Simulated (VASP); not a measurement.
Here is a VASP 6.6.1 calculation.

Contents of INCAR:

```
SYSTEM = Si
PREC     = Accurate       ! precision mode
ENCUT    = 520            ! plane-wave cutoff, eV
EDIFF    = 1E-7           ! SCF threshold, eV
ISMEAR   = 0              ! smearing method
SIGMA    = 0.1            ! smearing width, eV
LREAL    = .False.        ! projectors in reciprocal space
LASPH    = .True.         ! aspherical terms in the spheres
NELM     = 100            ! most SCF steps
ALGO     = Normal         ! electronic algorithm
ISIF     = 2              ! what is computed and relaxed
LWAVE    = .False.        ! write WAVECAR
LCHARG   = .True.         ! write CHGCAR
LELF     = .True.         ! ELF
LVHAR    = .True.       
NBANDS   = 26             ! bands
```

The input KPOINTS:

```
regular mesh
0
Gamma
  6 6 4
  0 0 0
```

File POSCAR:

```
Si
1.0
    6.9142654484     -1.9229654150      0.0000000000
    6.9142654484      1.9229654150      0.0000000000
   -0.7468658507      0.0000000000      6.2888139324
Si
8
Direct
    0.0555293600      0.0555293600      0.8739635100
    0.9444706400      0.9444706400      0.1260364900
    0.5589993500      0.5589993500      0.6533954400
    0.4410006500      0.4410006500      0.3466045600
    0.2127426600      0.2127426600      0.0573078100
    0.7872573400      0.7872573400      0.9426921900
    0.7271093300      0.7271093300      0.5855776500
    0.2728906700      0.2728906700      0.4144223500
```

Potentials or basis: VASP PAW LDA potentials, release 64 (Si).

Run with:

```console
$ cat potpaw_LDA.64/Si/POTCAR > POTCAR
$ mpirun -np 1 vasp_std > vasp.out
```

Task: What does it give for the pressure?

Result: -1.9 GPa.

Task: Predict the band gap on the k mesh.

Result: 0.16 eV, indirect (least direct gap 0.44 eV).

Task: What does it give for the largest force?

Result: 0.056 eV/Å.

Forces in eV/Å, atoms in the order of the input:
```
Si   0.034  0.000 -0.024
Si  -0.034  0.000  0.024
Si   0.039  0.000  0.040
Si  -0.039  0.000 -0.040
Si   0.031  0.000 -0.034
Si  -0.031  0.000  0.034
Si  -0.021  0.000  0.020
Si   0.021  0.000 -0.020
```

A k mesh can miss the band edges.
